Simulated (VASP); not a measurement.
# MgCd3Se4 (P1) in VASP: relaxation of cell and atoms with PBE

Aim: the relaxation of cell and atoms of MgCd3Se4 with PBE.

All numbers are computed with VASP 6.6.1; they aren't measurements. Logs are shortened: lines on timing, memory, paths and dates and some standing lists are left out, and cuts for length are marked.

**1. The cell of the first run**

The typed cell holds 8 atoms: a = 6.283 Å, b = 6.185 Å, c = 6.248 Å, α = 92.06°, β = 90.33°, γ = 92.01°.

**2. Relaxation of cell and atoms, PBE**

Contents of INCAR:

```
SYSTEM = MgCd3Se4
ALGO = Normal
EDIFF = 1E-6
EDIFFG = -0.025
ENCUT = 600
GGA = PE
IBRION = 2
ISIF = 3
ISMEAR = 0
LASPH = .True.
LCHARG = .False.
LREAL = .False.
LWAVE = .False.
NELM = 100
NSW = 80
PREC = Accurate
SIGMA = 0.1
```

Contents of KPOINTS:

```
k-points
0
Gamma
  2 2 2
  0 0 0
```

Contents of POSCAR:

```
MgCd3Se4
1.0
    6.2819899038     -0.1093039054     -0.0189910325
   -0.1093039054      6.1825432567     -0.1118266845
   -0.0189910325     -0.1118266845      6.2465932473
Mg Cd Se
1 3 4
Direct
    0.0111064167      0.0316786417     -0.0097268451
   -0.0333732401      0.5028782063      0.5188710741
    0.5639293998     -0.0119506075      0.5122012617
    0.4953151011      0.4985282793      0.0173941039
    0.7044798093      0.7541275190      0.2599143636
    0.7624764293      0.2822824967      0.7312887851
    0.2570756983      0.7512365908      0.7284417003
    0.2389903856      0.1912188737      0.2416155563
```

Potentials or basis: VASP PAW PBE potentials, release 64 (Mg, Cd, Se).

Run with:

```
$ cat potpaw_PBE.64/Mg/POTCAR potpaw_PBE.64/Cd/POTCAR potpaw_PBE.64/Se/POTCAR > POTCAR
$ mpirun -np 1 vasp_std > vasp.out
```

OUTCAR:

```text
SYSTEM = MgCd3Se4
   EDIFF = 1E-6
   EDIFFG = -0.025
   ENCUT = 600
   GGA = PE
   IBRION = 2
   ISIF = 3
   ISMEAR = 0
   LASPH = .True.
   LREAL = .False.
   NELM = 100
   NSW = 80
   PREC = Accurate

 ion  position               nearest neighbor table
   1  0.011  0.032  0.990-   8 2.29   6 2.79   7 2.84   5 3.08
   2  0.967  0.503  0.519-   6 2.30   7 2.65   5 2.84   8 3.11
   3  0.564  0.988  0.512-   5 2.30   6 2.53   7 2.77   8 2.98
   4  0.495  0.499  0.017-   5 2.49   6 2.80   8 2.86   7 2.88
   5  0.704  0.754  0.260-   3 2.30   4 2.49   2 2.84   1 3.08
   6  0.762  0.282  0.731-   2 2.30   3 2.53   1 2.79   4 2.80
   7  0.257  0.751  0.728-   2 2.65   3 2.77   1 2.84   4 2.88
   8  0.239  0.191  0.242-   1 2.29   4 2.86   3 2.98   2 3.11

  LATTYP: Found a triclinic cell.
 ALAT       =     6.2476229931
 B/A-ratio  =     1.4222911816
 C/A-ratio  =     0.9898997579
 COS(alpha) =     0.0005010417
 COS(beta)  =     0.0359183573
 COS(gamma) =     0.7071565416

  Lattice vectors:

 A1 = (  -0.0189910325,  -0.1118266845,   6.2465932473)
 A2 = (  -6.3009809363,  -0.0025227791,   6.2655842798)
 A3 = (   0.1093039054,  -6.1825432567,   0.1118266845)

Analysis of symmetry for initial positions (statically):
=====================================================================
 Subroutine PRICEL returns:
 Original cell was already a primitive cell.

 Routine SETGRP: Setting up the symmetry group for a
 triclinic supercell.

 Subroutine GETGRP returns: Found  1 space group operations
 (whereof  1 operations were pure point group operations)
 out of a pool of  2 trial point group operations.

The static configuration has the point symmetry C_1 .

Analysis of symmetry for dynamics (positions and initial velocities):
=====================================================================
 Subroutine PRICEL returns:
 Original cell was already a primitive cell.

 Routine SETGRP: Setting up the symmetry group for a
 triclinic supercell.

 Subroutine GETGRP returns: Found  1 space group operations
 (whereof  1 operations were pure point group operations)
 out of a pool of  2 trial point group operations.

The dynamic configuration has the point symmetry C_1 .

 Subroutine INISYM returns: Found  1 space group operations
 (whereof  1 operations are pure point group operations),
 and found     1 'primitive' translations

----------------------------------------------------------------------------------------

                                     Primitive cell

  volume of cell :     242.4535

  direct lattice vectors                    reciprocal lattice vectors
     6.281989904 -0.109303905 -0.018991033     0.159235997  0.002824874  0.000534684
    -0.109303905  6.182543257 -0.111826684     0.002824874  0.161848239  0.002906000
    -0.018991033 -0.111826684  6.246593247     0.000534684  0.002906000  0.160140909

  length of vectors
     6.282969454  6.184520488  6.247622993     0.159261949  0.161898972  0.160168166

  position of ions in fractional coordinates (direct lattice)
     0.011106417  0.031678642  0.990273155
     0.966626760  0.502878206  0.518871074
     0.563929400  0.988049393  0.512201262
     0.495315101  0.498528279  0.017394104
     0.704479809  0.754127519  0.259914364
     0.762476429  0.282282497  0.731288785
     0.257075698  0.751236591  0.728441700
     0.238990386  0.191218874  0.241615556

  ion indices of the primitive-cell ions
   primitive index   ion index
                 1           1
                 2           2
                 3           3
                 4           4
                 5           5
                 6           6
                 7           7
                 8           8

----------------------------------------------------------------------------------------

 KPOINTS: k-points

Automatic generation of k-mesh.
 Grid dimensions read from file:
 generate k-points for:    2    2    2

 Generating k-lattice:

  Cartesian coordinates                     Fractional coordinates (reciprocal lattice)
     0.079617998  0.001412437  0.000267342     0.500000000 -0.000000000 -0.000000000
     0.001412437  0.080924119  0.001453000    -0.000000000  0.500000000  0.000000000
     0.000267342  0.001453000  0.080070455     0.000000000  0.000000000  0.500000000

  Length of vectors
     0.079630975  0.080949486  0.080084083

  Shift w.r.t. Gamma in fractional coordinates (k-lattice)
     0.000000000  0.000000000  0.000000000

 Subroutine IBZKPT returns following result:
 ===========================================

 Found      8 irreducible k-points:

 Following reciprocal coordinates:
            Coordinates               Weight
  0.000000  0.000000  0.000000      1.000000
  0.500000  0.000000  0.000000      1.000000
  0.000000  0.500000  0.000000      1.000000
  0.500000  0.500000 -0.000000      1.000000
  0.000000  0.000000  0.500000      1.000000
  0.500000  0.000000  0.500000      1.000000
  0.000000  0.500000  0.500000      1.000000
  0.500000  0.500000  0.500000      1.000000
   k-points           NKPTS =      8   k-points in BZ     NKDIM =      8   number of bands    NBANDS=     37
   number of dos      NEDOS =    301   number of ions     NIONS =      8
   total plane-waves  NPLWV = 125000
   dimension x,y,z NGX =    50 NGY =   50 NGZ =   50
   dimension x,y,z NGXF=   100 NGYF=  100 NGZF=  100
   ions per type =               1   3   4
   NGX,Y,Z   is equivalent  to a cutoff of  13.23, 13.44, 13.30 a.u.
   NGXF,Y,Z  is equivalent  to a cutoff of  26.46, 26.88, 26.61 a.u.
 SYSTEM =  MgCd3Se4
   PREC   = accura    normal or accurate (medium, high low for compatibility)
   ISTART =      0    job   : 0-new  1-cont  2-samecut
   ICHARG =      2    charge: 1-file 2-atom 10-const
   ISPIN  =      1    spin polarized calculation?
   LNONCOLLINEAR =      F non collinear calculations
   LSORBIT =      F    spin-orbit coupling
   LASPH  =      T    aspherical Exc in radial PAW
   ENCUT  =  600.0 eV  44.10 Ry    6.64 a.u.  12.55 12.35 12.48*2*pi/ulx,y,z
   NELM   =    100;   NELMIN=  2; NELMDL= -5     # of ELM steps
   EDIFF  = 0.1E-05   stopping-criterion for ELM
   LREAL  =      F    real-space projection
   EDIFFG = -.3E-01   stopping-criterion for IOM
   NSW    =     80    number of steps for IOM
   IBRION =      2    ionic relax: 0-MD 1-quasi-New 2-CG
   NFREE  =      1    steps in history (QN), initial steepest desc. (CG)
   ISIF   =      3    stress and relaxation
   ISYM   =      2    0-nonsym 1-usesym 2-fastsym
   POTIM  = 0.5000    time-step for ionic-motion
   TEBEG  =    0.0;   TEEND  =   0.0 temperature during run
   PSTRESS=    0.0 pullay stress
   NELECT =      62.0000    total number of electrons
   NUPDOWN=      -1.0000    fix difference up-down
   EMIN   =  10.00;   EMAX   =-10.00  energy-range for DOS
   EFERMI =   0.00;   METHOD = LEGACY
   ISMEAR =     0;   SIGMA  =   0.10  broadening in eV -4-tet -1-fermi 0-gaus
   EFERMI_NEDOS =   21; number of points for ismear=-14 and -15
   IALGO  =     38    algorithm
   IMIX   =      4    mixing-type and parameters
     AMIX     =   0.40;   BMIX     =  1.00
     AMIX_MAG =   1.60;   BMIX_MAG =  1.00
  volume/ion in A,a.u.               =      30.31       204.52
  Fermi-wavevector in a.u.,A,eV,Ry     =   1.039112  1.963638 14.690955  1.079755
  Thomas-Fermi vector in A             =   2.173628
   LORBIT       =      0    0 simple, 1 ext, 2 COOP (PROOUT), +10 PAW based schemes
   GGA     = PE    functional components
   LHFCALC =     F    Hartree Fock is set to
   AEXX    =    0.0000 exact exchange contribution
   IVDW    =     0    specifies the selected vdW correction
   LEPSILON=     F    determine dielectric tensor
   LRPA    =     F    only Hartree local field effects (RPA)
 conjugate gradient relaxation of ions
 non-spin polarized calculation
 Gauss-broadening in eV      SIGMA  =   0.10
  energy-cutoff  :      600.00
  volume of cell :      242.45
 maximum number of plane-waves:      8107
   NGX = 25   NGY = 25   NGZ = 25

--------------------------------------- Ionic step        1  -------------------------------------------

 number of electron      62.0000002 magnetization

 Free energy of the ion-electron system (eV)
  ---------------------------------------------------
  ext. energy  EPLUGINS =         0.00000000
  ---------------------------------------------------
  free energy    TOTEN  =       -21.51053675 eV

  energy without entropy =      -21.51053661  energy(sigma->0) =      -21.51053668

------------------------ aborting loop because EDIFF is reached ----------------------------------------

  FORCE on cell =-STRESS in cart. coord.  units (eV):
  Direction    XX          YY          ZZ          XY          YZ          ZX
  --------------------------------------------------------------------------------------
  -------------------------------------------------------------------------------------
  Total        1.9355486      4.3452485      5.7472598      4.3036629      4.6025151     -0.9374940
  in kB       12.7904605     28.7141991     37.9789473     28.4393941     30.4142643     -6.1951322
  external PRESSURE =      26.4945356 kB  Pullay stress =       0.0000000 kB
[... 107 lines left out ...]
  FREE ENERGIE OF THE ION-ELECTRON SYSTEM (eV)
  ---------------------------------------------------
  free  energy   TOTEN  =       -23.0364409778 eV

  energy  without entropy=      -23.0364203365  energy(sigma->0) =      -23.03643066

[... ionic steps 4 to 20 ...]

--------------------------------------- Ionic step       21  -------------------------------------------

 number of electron      62.0000010 magnetization

------------------------ aborting loop because EDIFF is reached ----------------------------------------

  FORCE on cell =-STRESS in cart. coord.  units (eV):
  Direction    XX          YY          ZZ          XY          YZ          ZX
  --------------------------------------------------------------------------------------
  -------------------------------------------------------------------------------------
  Total       -0.0157000     -0.0132579      0.0321204      0.0132193      0.1149972      0.0178766
  in kB       -0.1078279     -0.0910554      0.2206040      0.0907905      0.7898042      0.1227771
  external PRESSURE =       0.0072402 kB  Pullay stress =       0.0000000 kB
[... 69 lines left out ...]
  energy  without entropy=      -23.8251925854  energy(sigma->0) =      -23.82519259

--------------------------------------- Ionic step       23  -------------------------------------------

 number of electron      62.0000012 magnetization

 Free energy of the ion-electron system (eV)
  ---------------------------------------------------
  ext. energy  EPLUGINS =         0.00000000
  ---------------------------------------------------
  free energy    TOTEN  =       -23.82521238 eV

  energy without entropy =      -23.82521238  energy(sigma->0) =      -23.82521238

 E-fermi :   0.9931     XC(G=0):  -8.4834

 val. band max:        0.5053792200   @ k =   0.0000   0.0000   0.0000
 cond. band min:       1.4638392332   @ k =   0.0000   0.0000   0.0000
 fundamental gap:      0.9584600133
 Fermi energy:         0.9931277555

 k-point     1 :       0.0000    0.0000    0.0000
  band No.  band energies     occupation
      1     -11.5688      2.00000
      2     -11.0862      2.00000
      3     -11.0827      2.00000
      4     -11.0794      2.00000
      5      -7.0605      2.00000
      6      -7.0596      2.00000
[... 344 lines left out ...]
  FREE ENERGIE OF THE ION-ELECTRON SYSTEM (eV)
  ---------------------------------------------------
  free  energy   TOTEN  =       -23.8252123753 eV

  energy  without entropy=      -23.8252123753  energy(sigma->0) =      -23.82521238

 reached required accuracy - stopping structural energy minimisation
```

Wall time 11 min (1 thread of Intel Xeon 6975P-C (Granite Rapids), shared host); peak memory 0.41 GiB.

What came out:

```yaml
Free_energy: -23.8252 eV
Relaxed_volume: 29.15 Å³/atom
Relaxed_cell: a = 6.156 Å, b = 6.156 Å, c = 6.153 Å, α = 89.96°, β = 90.02°, γ = 89.99°
Space_group_after_relaxing_to_0.05_Å: P-43m (No. 215)
Energy_gained_by_relaxing: 289.3 meV/atom
Ionic_steps: 23
Pressure_after_relaxing: 0.0 GPa
Largest_force_after_relaxing: 0.023 eV/Å
Band_gap_on_the_k_mesh: 0.96 eV, direct
```

Forces in eV/Å, atoms in the order of the input:
```
Mg   0.004  0.002 -0.016
Cd  -0.002 -0.005  0.003
Cd   0.005  0.000  0.000
Cd   0.019 -0.008  0.009
Se  -0.005  0.001  0.006
Se  -0.016  0.002  0.002
Se  -0.004  0.002  0.000
Se  -0.001  0.006 -0.005
```

The path:
| step | energy change (eV) | largest force (eV/Å) | pressure (GPa) | volume (Å³) |
| --- | --- | --- | --- | --- |
| 1 | 0.0000 | 3.8294 | 2.65 | 242.45 |
| 2 | -1.5247 | 0.8221 | -3.34 | 260.07 |
| 3 | -1.5259 | 0.8398 | -3.18 | 259.01 |
| 4 | -1.9814 | 0.7957 | -0.71 | 238.73 |
| 5 | -2.0318 | 0.8547 | 0.82 | 230.28 |
| 6 | -2.1865 | 0.4282 | 0.82 | 228.79 |
| 7 | -2.2019 | 0.3853 | 0.95 | 228.12 |
| 8 | -2.2551 | 0.2064 | -0.36 | 234.30 |
| 9 | -2.2554 | 0.1955 | -0.46 | 234.77 |
| 10 | -2.2705 | 0.1385 | -0.06 | 232.73 |
| 11 | -2.2725 | 0.1497 | 0.15 | 231.70 |
| 12 | -2.2799 | 0.1324 | 0.10 | 232.03 |
| 13 | -2.2854 | 0.1501 | 0.02 | 232.65 |
| 14 | -2.2920 | 0.1215 | -0.05 | 233.09 |
| 15 | -2.2979 | 0.1163 | -0.19 | 234.02 |
| 16 | -2.3041 | 0.0773 | 0.03 | 233.00 |
| 17 | -2.3061 | 0.0876 | 0.23 | 232.04 |
| 18 | -2.3105 | 0.0957 | -0.02 | 233.36 |
| 19 | -2.3110 | 0.1054 | -0.13 | 233.96 |
| 20 | -2.3137 | 0.0626 | -0.04 | 233.50 |
| 21 | -2.3140 | 0.0496 | 0.00 | 233.28 |
| 22 | -2.3147 | 0.0271 | 0.02 | 233.19 |
| 23 | -2.3147 | 0.0227 | 0.02 | 233.17 |

Final structure:
```cif
data_structure
_symmetry_space_group_name_H-M 'P 1'
_symmetry_Int_Tables_number 1
_cell_length_a 6.1556
_cell_length_b 6.1560
_cell_length_c 6.1531
_cell_angle_alpha 89.961
_cell_angle_beta 90.016
_cell_angle_gamma 89.985
_cell_volume 233.17
loop_
_atom_site_label
_atom_site_type_symbol
_atom_site_fract_x
_atom_site_fract_y
_atom_site_fract_z
_atom_site_occupancy
Mg1 Mg 0.99987 0.99981 0.00165 1
Cd1 Cd 0.00025 0.50061 0.49932 1
Cd2 Cd 0.50137 0.00010 0.50065 1
Cd3 Cd 0.49829 0.49958 0.99840 1
Se1 Se 0.75479 0.75491 0.24351 1
Se2 Se 0.75699 0.24453 0.75606 1
Se3 Se 0.24374 0.75661 0.75544 1
Se4 Se 0.24470 0.24386 0.24498 1
```

Levels at points of the mesh, in eV from the valence-band top:
```csv
k point,band 27,band 28,band 29,band 30,band 31,band 32,band 33,band 34,band 35,band 36
"(0.00, 0.00, 0.00)",-1.49,-1.48,0.00,0.00,0.00,0.96,3.32,3.33,3.33,3.55
"(0.50, 0.00, 0.00)",-1.81,-0.95,-0.94,-0.72,-0.72,3.42,3.43,4.42,4.43,4.95
"(0.00, 0.50, 0.00)",-1.82,-0.95,-0.95,-0.72,-0.72,3.42,3.42,4.42,4.43,4.95
"(0.50, 0.50, 0.00)",-1.74,-0.69,-0.69,-0.66,-0.39,3.70,3.83,3.83,4.75,5.68
"(0.00, 0.00, 0.50)",-1.82,-0.95,-0.95,-0.72,-0.72,3.42,3.43,4.41,4.43,4.95
"(0.50, 0.00, 0.50)",-1.74,-0.69,-0.68,-0.66,-0.39,3.70,3.83,3.83,4.75,5.68
"(0.00, 0.50, 0.50)",-1.74,-0.69,-0.68,-0.66,-0.39,3.71,3.83,3.83,4.75,5.68
"(0.50, 0.50, 0.50)",-0.50,-0.50,-0.48,-0.48,-0.47,2.48,2.48,2.48,3.52,6.16
```

Caveat: the k points lie up to 0.51 Å⁻¹ apart in the final cell.
